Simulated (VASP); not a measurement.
Wanted: the native input for a VASP 6.6.1 run.

* Task: single point
* Functional: PBEsol
* Potentials or basis: VASP PAW PBE potentials, release 64 (Li_sv, Se)
* Cutoff: 750 eV
* k mesh: 8 × 8 × 8
* Occupations: gaussian, width 0.05 eV
* Spin: no spin polarisation
* Dipole correction: no
* Further INCAR settings: ALGO = Normal; EDIFF = 1e-06; NBANDS = 13

The structure of Li2Se lies in POSCAR:

```
Li2Se
1.0
    0.0000000000      2.9727351645      2.9727351645
    2.9727351645      0.0000000000      2.9727351645
    2.9727351645      2.9727351645      0.0000000000
Li Se
2 1
Direct
    0.2500000000      0.2500000000      0.2500000000
    0.7500000000      0.7500000000      0.7500000000
    0.0000000000      0.0000000000      0.0000000000
```

The input as run:

INCAR

```
SYSTEM = Li2Se
PREC = Accurate
ENCUT = 750
EDIFF = 1E-6
ISMEAR = 0
SIGMA = 0.05
LREAL = .FALSE.
LASPH = .TRUE.
NELM = 120
ALGO = Normal
ISIF = 2
LWAVE = .FALSE.
LCHARG = .FALSE.
GGA = PS
NBANDS = 13
GGA_COMPAT = .FALSE.
```

KPOINTS

```
Automatic mesh
0
G
  8 8 8
  0 0 0
```

Potentials or basis: VASP PAW PBE potentials, release 64 (Li_sv, Se).

The run is started by

```bash
$ cat potpaw_PBE.64/Li_sv/POTCAR potpaw_PBE.64/Se/POTCAR > POTCAR
$ mpirun -np 1 vasp_std > vasp.out
```

It gave:

```yaml
Pressure: 0.0 GPa
Band_gap_on_the_k_mesh: 2.81 eV, indirect (least direct gap 3.36 eV)
```

Caveat: the PAW data sets were made with another functional, which shifts forces and pressure a little.

Wall time 69 s on 1 thread of AMD EPYC 7R43 64-Core Processor (Zen 3), on a shared host, peak memory 0.21 GiB.
